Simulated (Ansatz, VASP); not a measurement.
## Two plane-wave programs on AlNi

```
CELL_PARAMETERS angstrom
2.11760 -2.11756 0.00000
2.11760 2.11756 0.00000
0.00000 0.00000 2.90044
ATOMIC_POSITIONS crystal
Al 0.00000 0.00000 0.00000
Ni 0.50000 0.50000 0.50000
```

Change from the starting cell: normal strain along x +0.0367, normal strain along y +0.0367.

Alike in both runs: task single point; functional PBE; k mesh 16 × 16 × 16; occupations gaussian, width 0.15 eV; no spin polarisation.

```csv
,VASP,Ansatz
version,VASP 6.6.1,Ansatz 0.2.0
potentials or method,"VASP PAW PBE potentials, release 64 (Al, Ni), cutoff 520 eV","scalar-relativistic, plane waves, PAW"
valence electrons in the cell,13,21
```

```csv
,VASP,Ansatz,Ansatz less VASP
gap on the k mesh at the Fermi level (eV),none,none,-
pressure (GPa),-9.8,-9.7,+0.11
"traceless stress, the component that is largest in VASP (GPa)",1.45,1.41,-0.035
```

A gap of «none» marks a metal or a gap that the smearing closes. The functional is the same, so the differences come from potentials, cutoffs and numerics. VASP's potentials hold 13 valence electrons a cell and Ansatz's 21, so a difference there can come from the potentials and not from the codes. Ansatz's warnings: near symmetry operations not taken.
